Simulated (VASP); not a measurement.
Runs of VASP 6.6.1 on CsBr. It takes space group Pm-3m (No. 221, cubic). Conventional cell: a = 4.319 Å, b = 4.319 Å, c = 4.319 Å, α = 90.00°, β = 90.00°, γ = 90.00°. Within 4.9 Å of Cs (site symmetry m-3m) lie 8 Br at 3.74 Å and 6 Cs at 4.32 Å. Br (site symmetry m-3m) has 8 Cs at 3.74 Å and 6 Br at 4.32 Å within 4.9 Å. 

| level | k mesh | cutoff (eV) | grid for exact exchange (PRECFOCK) | gap on the mesh (eV) | pressure (GPa) |
| --- | --- | --- | --- | --- | --- |
| r2SCAN | 4 × 4 × 4 | 550 | - | 5.19 | (a) |
| PBE | 4 × 4 × 4 | 500 | - | 4.42 | 0.7 |
| PBE | 6 × 6 × 6 | 500 | - | 4.43 | 0.7 |
| PBE0 | 4 × 4 × 4 | 400 | Normal | (b) | 0.3 |

Alike in all rows: task single point; potentials or basis VASP PAW PBE potentials, release 64 (Cs_sv, Br); no spin polarisation; cell as given; smearing gaussian 0.01 eV.

Task: Fill in the values left out.

Result: (a) 0.1; (b) 6.31.

Caveats: spin-orbit coupling is left out, which moves the levels of the heavy elements; the PAW data sets were made with another functional, which shifts forces and pressure a little (some runs).

A k mesh can miss the band edges, and the runs leave out spin-orbit coupling on Br, Cs.
